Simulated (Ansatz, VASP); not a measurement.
## AlP in VASP and in Ansatz

Contents of INCAR:

```
PREC = Accurate ; ENCUT = 500
EDIFF = 1E-6 ; ISMEAR = 0
SIGMA = 0.1 ; LREAL = F
LASPH = T ; NELM = 200
ALGO = Normal ; ISIF = 2
LWAVE = F ; LCHARG = F
ISPIN = 2 ; MAGMOM = 0 0
LORBIT = 11 ; GGA = RP
IVDW = 12 ; NBANDS = 15
GGA_COMPAT = F
```

Contents of KPOINTS:

```
Automatic mesh
0
Gamma
  2 2 2
```

Contents of POSCAR:

```
AlP
1.0
    0.0000000000      2.7364837130      2.7364837130
    2.7364837130      0.0000000000      2.7364837130
    2.7364837130      2.7364837130      0.0000000000
Al P
1 1
Direct
    0.0000000000      0.0000000000      0.0000000000
    0.7500000000      0.7500000000      0.7500000000
```

Input for Ansatz:

```yaml
crystal:
  lattice:
    - [0.0, 2.736483713, 2.736483713]
    - [2.736483713, 0.0, 2.736483713]
    - [2.736483713, 2.736483713, 0.0]
  atoms:
    - { symbol: Al, position: [0.0, 0.0, 0.0] }
    - { symbol: P, position: [0.75, 0.75, 0.75] }
basis:
  xc_grid: 4
kpoints:
  mp_grid: { grid: [2, 2, 2] }
hamiltonian:
  xc: rpbe
  dispersion: d3bj
  pseudopotentials: { kind: nc }
scf:
  occupations: { method: gaussian, width: 0.1 }
  mixing: { algorithm: msr1, beta: 0.54, preconditioner: kerker }
  initial_density: { chi_scale: 0, normalization: atom }
  max_iter: 59
output:
  forces: true
  stress: true
  eigenvalues: false
magnetization:
  spin_polarized: true
  initial_magnetization: 6.0
```

Alike in both runs: task single point; functional RPBE; dispersion D3(BJ); k mesh 2 × 2 × 2; occupations gaussian, width 0.1 eV; collinear spin.

|  | VASP | Ansatz |
| --- | --- | --- |
| version | VASP 6.6.1 | Ansatz 0.2.0 |
| potentials or method | VASP PAW PBE potentials, release 64 (Al, P) | scalar-relativistic, plane waves, norm-conserving potentials |
| plane-wave cutoff (eV) | 500 | 599 |
| valence electrons in the cell | 8 | 8 |

|  | VASP | Ansatz | Ansatz less VASP |
| --- | --- | --- | --- |
| pressure (GPa) | -1.2 | -1.4 | -0.22 |
| net moment per atom (μB) | 0.00 | 0.00 | 0.000 |

VASP's potentials were made for PBE, not for RPBE. Ansatz's warnings: seeded moment not kept.

The k mesh is coarse, so the values compare programs but aren't converged.
